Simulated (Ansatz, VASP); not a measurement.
# KNb3O: VASP beside Ansatz

```
K Nb O
1.0
     4.31935    0.00000    0.00000
     0.00000    4.31935    0.00000
     0.00000    0.00000    4.31935
K Nb O
1 3 1
Cartesian
  0.0000 0.0000 0.0000
  2.1597 2.1597 0.0000
  2.1597 0.0000 2.1597
  0.0000 2.1597 2.1597
  2.1597 2.1597 2.1597
```

Change from the starting cell: species swapped into the InNi3N type (Pm-3m, No. 221).

Alike in both runs: task single point; functional PBE; k mesh 4 × 4 × 4; occupations gaussian, width 0.1 eV; no spin polarisation.

```csv
,VASP,Ansatz
version,VASP 6.6.1,Ansatz 0.2.0
potentials or method,"VASP PAW PBE potentials, release 64 (K_sv, Nb_sv, O), cutoff 520 eV","scalar-relativistic, plane waves, PAW"
valence electrons in the cell,54,54
```

|  | VASP | Ansatz | Ansatz less VASP |
| --- | --- | --- | --- |
| gap on the k mesh at the Fermi level (eV) | none | none | - |
| pressure (GPa) | 10.6 | 10.6 | -0.02 |

A gap of «none» marks a metal or a gap that the smearing closes. The functional is the same, so the differences come from potentials, cutoffs and numerics.

The k mesh is coarse, so the values compare programs but aren't converged.
